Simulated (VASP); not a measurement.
Input of a VASP 6.6.1 run:

The input INCAR:

```
SYSTEM = Al
PREC     = Accurate       ! precision mode
ENCUT    = 520            ! plane-wave cutoff, eV
EDIFF    = 1E-6           ! SCF threshold, eV
ISMEAR   = 0              ! smearing method
SIGMA    = 0.1            ! smearing width, eV
LREAL    = Auto         
LASPH    = .True.         ! aspherical terms in the spheres
NELM     = 80             ! most SCF steps
ALGO     = Normal         ! electronic algorithm
ISIF     = 2              ! what is computed and relaxed
LWAVE    = .False.        ! write WAVECAR
LCHARG   = .True.         ! write CHGCAR
LDIPOL   = .True.       
IDIPOL   = 3            
DIPOL    = 0.5 0.5 0.201
GGA      = PS             ! functional
LELF     = .True.         ! ELF
LVHAR    = .True.       
LVACPOTAV= .True.       
NBANDS   = 62             ! bands
```

The input KPOINTS:

```
regular mesh
0
Gamma
  4 4 1
  0 0 0
```

Contents of POSCAR:

```
Al
1.0
    8.5183477218      0.0000000000      0.0000000000
    0.0000000000      8.5183477218      0.0000000000
    0.0000000000      0.0000000000     18.0233814386
Al
28
Direct
    0.0000000000      0.0000000000      0.0832252264
    0.1666666667      0.1666666667      0.2026170602
    1.0000000000      0.3333333333      0.0832252264
    0.1666666667      0.5013181230      0.1948681092
    1.0000000000      0.6666666667      0.0832252264
    0.1666666667      0.8320152104      0.1948681092
    0.3333333333      1.0000000000      0.0832252264
    0.5013181230      0.1666666667      0.1948681092
    0.3333333333      0.3333333333      0.0832252264
    0.5024920940      0.5024920940      0.1925269622
    0.3333333333      0.6666666667      0.0832252264
    0.5024920940      0.8308412393      0.1925269622
    0.6666666667      1.0000000000      0.0832252264
    0.8320152104      0.1666666667      0.1948681092
    0.6666666667      0.3333333333      0.0832252264
    0.8308412393      0.5024920940      0.1925269622
    0.6666666667      0.6666666667      0.0832252264
    0.8308412393      0.8308412393      0.1925269622
   -0.0155558306     -0.0155558306      0.3058595958
    0.9844441694      0.3488891639      0.3058595958
    0.9994288865      0.6666666667      0.3067172613
    0.3488891639      0.9844441694      0.3058595958
    0.3488891639      0.3488891639      0.3058595958
    0.3339044469      0.6666666667      0.3067172613
    0.6666666667      0.9994288865      0.3067172613
    0.6666666667      0.3339044469      0.3067172613
    0.6666666667      0.6666666667      0.3047774378
    0.1666666667      0.1666666667      0.3850691843
```

Potentials or basis: VASP PAW PBE potentials, release 64 (Al).

Run with:

```console
$ cat potpaw_PBE.64/Al/POTCAR > POTCAR
$ mpirun -np 1 vasp_std > vasp.out
```

(1) What does it give for the band gap on the k mesh?

(2) Estimate the largest force.

## Answers

(1) zero (bands 42 and 43 overlap by 0.15 eV).

(2) 0.226 eV/Å.

Caveat: the PAW data sets were made with another functional, which shifts forces and pressure a little.
